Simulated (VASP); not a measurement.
# Pb (P6/mmm) in VASP: notebook

The runs below take Pb through single point, with revPBE.

All numbers are computed with VASP 6.6.1; they aren't measurements. Logs are shortened: lines on timing, memory, paths and dates and some standing lists are left out, and cuts for length are marked.

## Step 1: The cell of the first run

The structure is hexagonal, space group P6/mmm (No. 191). Conventional cell: a = 5.675 Å, b = 5.675 Å, c = 3.425 Å, α = 90.00°, β = 90.00°, γ = 120.00°. Pb (site symmetry 6/mmm) has 14 Pb at 3.43 to 3.70 Å within 4.5 Å. Within 4.3 Å of Pb (site symmetry -6m2) lie 11 Pb at 3.28 to 3.70 Å.

## Step 2: Single point, revPBE (volume scaled by 0.96)

File INCAR:

```
SYSTEM = Pb
PREC = Accurate
ENCUT = 520
EDIFF = 1E-7
ISMEAR = -1
SIGMA = 0.1
LREAL = .False.
LASPH = .True.
NELM = 80
ALGO = Normal
ISIF = 2
LWAVE = .False.
LCHARG = .False.
GGA = RE
NBANDS = 28
```

File KPOINTS:

```
regular mesh
0
Gamma
  7 7 10
  0 0 0
```

File POSCAR:

```
Pb
1.0
    5.6747843590      0.0000000000      0.0000000000
   -2.8373921795      4.9145074159      0.0000000000
    0.0000000000      0.0000000000      3.4253965376
Pb
3
Direct
    0.0000000000      0.0000000000      0.0000000000
    0.3333333333      0.6666666667      0.5000000000
    0.6666666667      0.3333333333      0.5000000000
```

Potentials or basis: VASP PAW PBE potentials, release 64 (Pb_d).

Started as:

```sh
$ cat potpaw_PBE.64/Pb_d/POTCAR > POTCAR
$ mpirun -np 1 vasp_std > vasp.out
```

OUTCAR:

```text
SYSTEM = Pb
   PREC = Accurate
   ENCUT = 520
   EDIFF = 1E-7
   ISMEAR = -1
   LREAL = .False.
   LASPH = .True.
   NELM = 80
   ISIF = 2
   GGA = RE

 ion  position               nearest neighbor table
   1  0.000  0.000  0.000-   2 3.70   3 3.70   2 3.70   3 3.70   3 3.70   3 3.70   2 3.70   2 3.70
                             3 3.70   3 3.70   2 3.70   2 3.70
   2  0.333  0.667  0.500-   3 3.28   3 3.28   3 3.28   1 3.70   1 3.70   1 3.70   1 3.70   1 3.70
                             1 3.70
   3  0.667  0.333  0.500-   2 3.28   2 3.28   2 3.28   1 3.70   1 3.70   1 3.70   1 3.70   1 3.70
                             1 3.70

  LATTYP: Found a hexagonal cell.
 ALAT       =     5.6747843590
 C/A-ratio  =     0.6036170400

  Lattice vectors:

 A1 = (   5.6747843590,   0.0000000000,   0.0000000000)
 A2 = (  -2.8373921795,   4.9145074159,   0.0000000000)
 A3 = (   0.0000000000,   0.0000000000,   3.4253965376)

Analysis of symmetry for initial positions (statically):
=====================================================================
 Subroutine PRICEL returns:
 Original cell was already a primitive cell.

 Routine SETGRP: Setting up the symmetry group for a
 hexagonal supercell.

 Subroutine GETGRP returns: Found 24 space group operations
 (whereof 24 operations were pure point group operations)
 out of a pool of 24 trial point group operations.

The static configuration has the point symmetry D_6h.

Analysis of symmetry for dynamics (positions and initial velocities):
=====================================================================
 Subroutine PRICEL returns:
 Original cell was already a primitive cell.

 Routine SETGRP: Setting up the symmetry group for a
 hexagonal supercell.

 Subroutine GETGRP returns: Found 24 space group operations
 (whereof 24 operations were pure point group operations)
 out of a pool of 24 trial point group operations.

The dynamic configuration has the point symmetry D_6h.

 Subroutine INISYM returns: Found 24 space group operations
 (whereof 24 operations are pure point group operations),
 and found     1 'primitive' translations

----------------------------------------------------------------------------------------

                                     Primitive cell

  volume of cell :      95.5301

  direct lattice vectors                    reciprocal lattice vectors
     5.674784359  0.000000000  0.000000000     0.176218150  0.101739596  0.000000000
    -2.837392180  4.914507416  0.000000000     0.000000000  0.203479192  0.000000000
     0.000000000  0.000000000  3.425396538     0.000000000  0.000000000  0.291937003

  length of vectors
     5.674784359  5.674784359  3.425396538     0.203479192  0.203479192  0.291937003

  position of ions in fractional coordinates (direct lattice)
     0.000000000  0.000000000  0.000000000
     0.333333333  0.666666667  0.500000000
     0.666666667  0.333333333  0.500000000

  ion indices of the primitive-cell ions
   primitive index   ion index
                 1           1
                 2           2
                 3           3

----------------------------------------------------------------------------------------

 KPOINTS: regular mesh

Automatic generation of k-mesh.
 Grid dimensions read from file:
 generate k-points for:    7    7   10

 Generating k-lattice:

  Cartesian coordinates                     Fractional coordinates (reciprocal lattice)
     0.025174021  0.014534228  0.000000000     0.142857143 -0.000000000  0.000000000
     0.000000000  0.029068456  0.000000000     0.000000000  0.142857143  0.000000000
     0.000000000  0.000000000  0.029193700     0.000000000  0.000000000  0.100000000

  Length of vectors
     0.029068456  0.029068456  0.029193700

  Shift w.r.t. Gamma in fractional coordinates (k-lattice)
     0.000000000  0.000000000  0.000000000

 Subroutine IBZKPT returns following result:
 ===========================================

 Found     48 irreducible k-points:

 Following reciprocal coordinates:
            Coordinates               Weight
  0.000000  0.000000  0.000000      1.000000
  0.142857 -0.000000  0.000000      6.000000
  0.285714  0.000000  0.000000      6.000000
  0.428571 -0.000000  0.000000      6.000000
  0.142857  0.142857  0.000000      6.000000
  0.285714  0.142857  0.000000     12.000000
[... 16 lines left out ...]
  0.428571  0.142857  0.200000     12.000000
  0.285714  0.285714  0.200000     12.000000
 [... further k-points ...]
   k-points           NKPTS =     48   k-points in BZ     NKDIM =     48   number of bands    NBANDS=     28
   number of dos      NEDOS =    301   number of ions     NIONS =      3
   total plane-waves  NPLWV =  49392
   dimension x,y,z NGX =    42 NGY =   42 NGZ =   28
   dimension x,y,z NGXF=    84 NGYF=   84 NGZF=   56
   ions per type =               3
   NGX,Y,Z   is equivalent  to a cutoff of  12.30, 12.30, 13.59 a.u.
   NGXF,Y,Z  is equivalent  to a cutoff of  24.61, 24.61, 27.18 a.u.
 SYSTEM =  Pb
   PREC   = accura    normal or accurate (medium, high low for compatibility)
   ISTART =      0    job   : 0-new  1-cont  2-samecut
   ICHARG =      2    charge: 1-file 2-atom 10-const
   ISPIN  =      1    spin polarized calculation?
   LNONCOLLINEAR =      F non collinear calculations
   LSORBIT =      F    spin-orbit coupling
   LASPH  =      T    aspherical Exc in radial PAW
   ENCUT  =  520.0 eV  38.22 Ry    6.18 a.u.  10.55 10.55  6.37*2*pi/ulx,y,z
   NELM   =     80;   NELMIN=  2; NELMDL= -5     # of ELM steps
   EDIFF  = 0.1E-06   stopping-criterion for ELM
   LREAL  =      F    real-space projection
   EDIFFG = 0.1E-05   stopping-criterion for IOM
   NSW    =      0    number of steps for IOM
   IBRION =     -1    ionic relax: 0-MD 1-quasi-New 2-CG
   NFREE  =      0    steps in history (QN), initial steepest desc. (CG)
   ISIF   =      2    stress and relaxation
   ISYM   =      2    0-nonsym 1-usesym 2-fastsym
   POTIM  = 0.5000    time-step for ionic-motion
   TEBEG  =    0.0;   TEEND  =   0.0 temperature during run
   PSTRESS=    0.0 pullay stress
   NELECT =      42.0000    total number of electrons
   NUPDOWN=      -1.0000    fix difference up-down
   EMIN   =  10.00;   EMAX   =-10.00  energy-range for DOS
   EFERMI =   0.00;   METHOD = LEGACY
   ISMEAR =    -1;   SIGMA  =   0.10  broadening in eV -4-tet -1-fermi 0-gaus
   EFERMI_NEDOS =   21; number of points for ismear=-14 and -15
   IALGO  =     38    algorithm
   IMIX   =      4    mixing-type and parameters
     AMIX     =   0.40;   BMIX     =  1.00
     AMIX_MAG =   1.60;   BMIX_MAG =  1.00
  volume/ion in A,a.u.               =      31.84       214.89
  Fermi-wavevector in a.u.,A,eV,Ry     =   1.244833  2.352394 21.083723  1.549610
  Thomas-Fermi vector in A             =   2.379082
   LORBIT       =      0    0 simple, 1 ext, 2 COOP (PROOUT), +10 PAW based schemes
   GGA     = RE    functional components
   LHFCALC =     F    Hartree Fock is set to
   AEXX    =    0.0000 exact exchange contribution
   IVDW    =     0    specifies the selected vdW correction
   LEPSILON=     F    determine dielectric tensor
   LRPA    =     F    only Hartree local field effects (RPA)
 non-spin polarized calculation
  energy-cutoff  :      520.00
  volume of cell :       95.53
 maximum number of plane-waves:      2617
 NGX is ok and might be reduce to    42
   NGX = 21   NGY = 21   NGZ = 13

 number of electron      41.9999989 magnetization

 Free energy of the ion-electron system (eV)
  ---------------------------------------------------
  ext. energy  EPLUGINS =         0.00000000
  ---------------------------------------------------
  free energy    TOTEN  =        -9.57914772 eV

  energy without entropy =       -9.51753490  energy(sigma->0) =       -9.54834131

 E-fermi :   6.7937     XC(G=0):  -9.8726

 val. band max:        6.7830275178   @ k =   0.2857   0.2857   0.0000
 cond. band min:       6.8479302333   @ k =   0.4286   0.1429   0.0000
 fundamental gap:      0.0649027155
 Fermi energy:         6.7937277966

 k-point     1 :       0.0000    0.0000    0.0000
  band No.  band energies     occupation
      1     -10.4730      2.00000
      2     -10.3449      2.00000
      3     -10.3176      2.00000
      4     -10.3176      2.00000
      5     -10.2534      2.00000
      6     -10.2534      2.00000
[... 20 lines left out ...]
     27      14.2089      0.00000
     28      14.3168      0.00000

 k-point     2 :       0.1429   -0.0000    0.0000
  band No.  band energies     occupation
      1     -10.4698      2.00000
      2     -10.3453      2.00000
      3     -10.3202      2.00000
      4     -10.3187      2.00000
      5     -10.2564      2.00000
      6     -10.2536      2.00000
[... 20 lines left out ...]
     27      13.9051      0.00000
     28      14.0531      0.00000

 k-point     3 :       0.2857    0.0000    0.0000
  band No.  band energies     occupation
      1     -10.4628      2.00000
      2     -10.3524      2.00000
      3     -10.3258      2.00000
      4     -10.3238      2.00000
      5     -10.2696      2.00000
      6     -10.2627      2.00000
[... 20 lines left out ...]
     27      13.6501      0.00000
     28      13.9953      0.00000

 k-point     4 :       0.4286   -0.0000    0.0000
  band No.  band energies     occupation
      1     -10.4574      2.00000
      2     -10.3679      2.00000
      3     -10.3299      2.00000
      4     -10.3262      2.00000
      5     -10.2830      2.00000
      6     -10.2674      2.00000
[... 20 lines left out ...]
     27      13.4011      0.00000
     28      14.2728      0.00000

 k-point     5 :       0.1429    0.1429    0.0000
  band No.  band energies     occupation
      1     -10.4648      2.00000
      2     -10.3483      2.00000
      3     -10.3270      2.00000
      4     -10.3202      2.00000
      5     -10.2594      2.00000
      6     -10.2592      2.00000
[... 20 lines left out ...]
     27      13.5715      0.00000
     28      13.9004      0.00000

 k-point     6 :       0.2857    0.1429    0.0000
  band No.  band energies     occupation
      1     -10.4588      2.00000
      2     -10.3583      2.00000
      3     -10.3416      2.00000
      4     -10.3157      2.00000
      5     -10.2808      2.00000
      6     -10.2698      2.00000
[... 463 lines left out ...]
      5     -10.3025      2.00000
      6     -10.2354      2.00000
[... 20 lines left out ...]
     27      12.5155      0.00000
     28      14.3797      0.00000

 k-point    22 :       0.2857    0.1429    0.2000
  band No.  band energies     occupation
      1     -10.3577      2.00000
      2     -10.3463      2.00000
      3     -10.3364      2.00000
      4     -10.3156      2.00000
      5     -10.3000      2.00000
      6     -10.2496      2.00000
[... 20 lines left out ...]
     27      12.0003      0.00000
     28      14.3176      0.00000

 k-point    23 :       0.4286    0.1429    0.2000
  band No.  band energies     occupation
      1     -10.3568      2.00000
      2     -10.3452      2.00000
      3     -10.3321      2.00000
      4     -10.3225      2.00000
      5     -10.2981      2.00000
      6     -10.2638      2.00000
[... 20 lines left out ...]
     27      11.4780      0.00000
     28      14.0461      0.00000

 k-point    24 :       0.2857    0.2857    0.2000
  band No.  band energies     occupation
      1     -10.3571      2.00000
      2     -10.3400      2.00000
      3     -10.3386      2.00000
      4     -10.3095      2.00000
      5     -10.2969      2.00000
      6     -10.2814      2.00000
[... 20 lines left out ...]
     27      12.1181      0.00000
     28      15.0067      0.00000

 [... further k-points ...]

------------------------ aborting loop because EDIFF is reached ----------------------------------------

  FORCE on cell =-STRESS in cart. coord.  units (eV):
  Direction    XX          YY          ZZ          XY          YZ          ZX
  --------------------------------------------------------------------------------------
  -------------------------------------------------------------------------------------
  Total        1.0675354      1.0675354      0.6535444      0.0000000      0.0000000      0.0000000
  in kB       17.9041074     17.9041074     10.9608812      0.0000000      0.0000000      0.0000000
  external PRESSURE =      15.5896987 kB  Pullay stress =       0.0000000 kB

 VOLUME and BASIS-vectors are now :
 -----------------------------------------------------------------------------
  energy-cutoff  :      520.00
  volume of cell :       95.53
      direct lattice vectors                 reciprocal lattice vectors
     5.674784359  0.000000000  0.000000000     0.176218150  0.101739596  0.000000000
    -2.837392180  4.914507416  0.000000000     0.000000000  0.203479192  0.000000000
     0.000000000  0.000000000  3.425396538     0.000000000  0.000000000  0.291937003

 POSITION                                       TOTAL-FORCE (eV/Angst)
 -----------------------------------------------------------------------------------
      0.00000      0.00000      0.00000        -0.000000      0.000000      0.000000
     -0.00000      3.27634      1.71270         0.000000      0.000000     -0.000000
      2.83739      1.63817      1.71270        -0.000000      0.000000      0.000000
 -----------------------------------------------------------------------------------
    total drift:                               -0.000000      0.000000     -0.000000

  FREE ENERGIE OF THE ION-ELECTRON SYSTEM (eV)
  ---------------------------------------------------
  free  energy   TOTEN  =        -9.5791477213 eV

  energy  without entropy=       -9.5175349035  energy(sigma->0) =       -9.54834131
```

Run time: 2.2 min. Hardware: 1 thread of AMD EPYC 7R43 (Zen 3), shared host; peak memory 0.22 GiB.

Results:

```
Free energy            : -9.5791 eV
Pressure               : 1.6 GPa
Band gap on the k mesh : zero (band 21 reaches 8.70 eV, above the bottom of band 22 at 4.91 eV)
```

Stress tensor (GPa, compression positive):
```
1.79 0.00 0.00
0.00 1.79 0.00
0.00 0.00 1.10
```

Levels at points of the mesh, in eV from the Fermi level:
| k point | band 18 | band 19 | band 20 | band 21 | band 22 | band 23 | band 24 | band 25 |
| --- | --- | --- | --- | --- | --- | --- | --- | --- |
| (0.00, 0.00, 0.00) | -7.06 | -2.00 | -2.00 | -1.88 | -1.88 | 2.98 | 6.82 | 7.29 |
| (0.00, 0.00, 0.50) | -5.28 | -2.09 | -1.25 | -0.25 | -0.25 | -0.20 | 0.98 | 0.98 |

Caveat: the PAW data sets were made with another functional, which shifts forces and pressure a little; spin-orbit coupling is left out, which moves the levels of the heavy elements.

(Continued in part 2 of 2.)
